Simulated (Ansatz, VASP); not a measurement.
## One calculation of C, two programs

```xyz
4
Lattice="1.2295 -2.1291 0.0000 1.2295 2.1291 0.0000 0.0000 0.0000 7.3778" Properties=species:S:1:pos:R:3 pbc="T T T"
C     0.8035    1.3483    5.5322
C     1.6555    0.0712    1.8456
C     1.6555   -1.3483    1.8456
C     0.8035   -0.0712    5.5322
```

Change from the starting cell: mode 1 frozen in at -0.426 Å and mode 5 at -0.426 Å (largest displacements).

Alike in both runs: task single point; functional PBEsol; k mesh 18 × 18 × 6; occupations gaussian, width 0.15 eV; no spin polarisation.

|  | VASP | Ansatz |
| --- | --- | --- |
| version | VASP 6.6.1 | Ansatz 0.2.0 |
| potentials or method | VASP PAW PBE potentials, release 64 (C), cutoff 600 eV | scalar-relativistic, plane waves, PAW |
| valence electrons in the cell | 16 | 16 |

```csv
,VASP,Ansatz,Ansatz less VASP
gap on the k mesh at the Fermi level (eV),none,none,-
least direct gap on the mesh (eV),0.00,0.00,0.000
pressure (GPa),0.3,0.0,-0.29
"traceless stress, the component that is largest in VASP (GPa)",-0.50,0.07,+0.571
rms of the force components (eV/Å),0.004,0.004,0.0000
```

VASP's potentials were made for PBE, not for PBEsol, and Ansatz warns of the same on its side. Atom by atom the forces differ by 0.000 eV/Å (rms over components). A gap of «none» marks a metal or a gap that the smearing closes.

A gap of «none» marks a metal or a gap under the smearing width.
